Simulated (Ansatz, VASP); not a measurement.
## One calculation of BaTiO3, two programs

The input INCAR:

```
SYSTEM = BaTiO3
ALGO = Normal
EDIFF = 1E-6
EDIFFG = -0.01
ENCUT = 600
GGA = RE
IBRION = 2
ISIF = 3
ISMEAR = -1
LASPH = .TRUE.
LCHARG = .FALSE.
LREAL = .FALSE.
LWAVE = .FALSE.
NELM = 60
NSW = 60
PREC = Accurate
SIGMA = 0.05
```

The input KPOINTS:

```
k-points
0
G
  7 7 7
  0 0 0
```

The input POSCAR:

```
BaTiO3
1.0
    3.9998000000      0.0000000000      0.0000000000
    0.0000000000      3.9998000000      0.0000000000
    0.0000000000      0.0000000000      4.0180000000
Ba Ti O
1 1 3
Direct
    0.0000000000      0.0000000000      0.0000000000
    0.5000000000      0.5000000000      0.4900000000
    0.0000000000      0.5000000000      0.5170000000
    0.5000000000      0.0000000000      0.5170000000
    0.5000000000      0.5000000000      0.0190000000
```

input.yaml

```yaml
crystal:
  lattice:
    - [3.9998, 0.0, 0.0]
    - [0.0, 3.9998, 0.0]
    - [0.0, 0.0, 4.018]
  atoms:
    - { symbol: Ba, position: [0.0, 0.0, 0.0] }
    - { symbol: Ti, position: [0.5, 0.5, 0.49] }
    - { symbol: O, position: [0.0, 0.5, 0.517] }
    - { symbol: O, position: [0.5, 0.0, 0.517] }
    - { symbol: O, position: [0.5, 0.5, 0.019] }
hamiltonian:
  xc: revpbe
  pseudopotentials: { kind: paw }
kpoints:
  mp_grid: { grid: [7, 7, 7] }
scf:
  occupations: { method: fermi_dirac, width: 0.05 }
output:
  forces: true
  stress: true
  eigenvalues: true
relax:
  f_tol: 0.01
  max_steps: 40
  cell: { stress_tol: 0.05 }
```

Alike in both runs: task relaxation of cell and atoms; functional revPBE; k mesh 7 × 7 × 7; occupations fermi-dirac, width 0.05 eV; no spin polarisation.

```csv
,VASP,Ansatz
version,VASP 6.6.1,Ansatz 0.2.0
potentials or method,"VASP PAW PBE potentials, release 64 (Ba_sv, Ti_sv, O)",Ansatz PAW
plane-wave cutoff (eV),600,420
valence electrons in the cell,40,40
```

Ansatz gave:

```
gap on the k mesh at the Fermi level, each at its own relaxed structure (eV) : 1.95
relaxed volume (Å³/atom)                                                     : 13.86
relaxed cell length with the largest relative difference (Å)                 : 4.353
```

**Question.** Which values does VASP return?

**Answer.** gap on the k mesh at the Fermi level, each at its own relaxed structure (eV): 1.88; relaxed volume (Å³/atom): 14.00; relaxed cell length with the largest relative difference (Å): 4.371.

VASP's potentials were made for PBE, not for revPBE.

Neither program's run includes spin-orbit coupling. Noted on Ansatz's run: odd divisions of the mesh miss points on the zone boundary, where band edges often lie, so the gap on the mesh can be too wide; the plane-wave basis is chosen anew once the cell has moved, so the energies of steps on either side of that aren't comparable.
